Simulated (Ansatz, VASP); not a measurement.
**Si in VASP and in Ansatz**

```
Si
1.0
     0.00000    5.43000    5.43000
     5.43000    0.00000    5.43000
     5.43000    5.43000    0.00000
Si
17
Cartesian
  -0.0467 0.0197 -0.0493
  1.3183 1.3331 1.3152
  2.6491 2.7774 0.0588
  3.8876 4.1924 1.4681
  2.6218 -0.0938 2.6177
  3.9706 1.2552 3.9679
  5.3843 2.6689 2.7344
  6.7495 4.0341 4.0450
  0.0648 2.7792 2.6478
  1.4741 4.1875 3.8974
  2.9639 5.6791 2.9654
  4.3469 7.0613 4.3427
  2.7348 2.6677 5.3805
  4.0486 4.0327 6.7449
  5.4932 5.3640 5.4890
  6.9083 6.6040 6.8974
  5.8499 8.5667 5.8618
```

Alike in both runs: functional PBE; k mesh 2 × 2 × 2; occupations fermi-dirac, width 0.05 eV; no spin polarisation.

Ansatz relaxed the structure, and its values are those at the end. VASP's run is a single point on that final structure, the one shown.

```csv
,VASP,Ansatz
version,VASP 6.6.1,Ansatz 0.2.0
potentials or method,"VASP PAW PBE potentials, release 64 (Si), cutoff 520 eV","scalar-relativistic, plane waves, PAW"
valence electrons in the cell,68,68
```

|  | VASP | Ansatz | Ansatz less VASP |
| --- | --- | --- | --- |
| rms of the force components (eV/Å) | 0.010 | 0.010 | -0.0003 |

The k mesh is coarse, so the values compare programs but aren't converged.
